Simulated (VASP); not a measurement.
Runs of VASP 6.6.1 on Be. The structure is that of space group Im-3m (No. 229), or close to it. The cells are those of the table. 

```tsv
task	cell	k mesh	cutoff (eV)	gap on the mesh (eV)	pressure (GPa)
single point	a = 2.166 Å, angles 109.5°, 1 atom	20 × 20 × 20	520	none	0.0
relaxation of cell and atoms	relaxed from a = 2.192 Å, angles 109.5°, 1 atom	17 × 17 × 17	600	none	0.0
single point	a = 2.166 Å, angles 109.5°, 1 atom	29 × 29 × 29	520	none	0.1
single point	a = 2.137 Å, angles 109.5°, 1 atom	20 × 20 × 20	520	none	5.5
single point	a = 2.250 Å, angles 109.5°, 1 atom	20 × 20 × 20	520	none	(a)
```

Alike in all rows: level PBE; potentials or basis VASP PAW PBE potentials, release 64 (Be); no spin polarisation; smearing fermi-dirac 0.1 eV.

Question: Fill in the values left out.

Answer: (a) -11.4.

A gap of «none» marks levels without a gap at the run's occupations.
